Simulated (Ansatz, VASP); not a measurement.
## Two plane-wave programs on Zn

```xyz
2
Lattice="2.6648 0.0000 0.0000 -1.3324 2.3078 0.0000 0.0000 0.0000 4.9467" Properties=species:S:1:pos:R:3 pbc="T T T"
Zn   -0.1000    1.3385    1.2367
Zn    1.3324    0.7693    3.7100
```

Alike in both runs: task single point; functional PBEsol; k mesh 24 × 24 × 10; occupations gaussian, width 0.15 eV; no spin polarisation.

```csv
,VASP,Ansatz
version,VASP 6.6.1,Ansatz 0.2.0
potentials or method,"VASP PAW PBE potentials, release 64 (Zn), cutoff 520 eV","scalar-relativistic, plane waves, PAW"
valence electrons in the cell,24,24
```

Ansatz gave:

| Property | Result |
| --- | --- |
| gap on the k mesh at the Fermi level (eV) | none |
| pressure (GPa) | -5.1 |
| traceless stress, the component that is largest in VASP (GPa) | 2.14 |
| rms of the force components (eV/Å) | 0.061 |

Which values does VASP return?

gap on the k mesh at the Fermi level (eV): none; pressure (GPa): -4.7; traceless stress, the component that is largest in VASP (GPa): 2.01; rms of the force components (eV/Å): 0.062.

VASP's potentials were made for PBE, not for PBEsol. Atom by atom the forces differ by 0.001 eV/Å (rms over components). A gap of «none» marks a metal or a gap that the smearing closes.
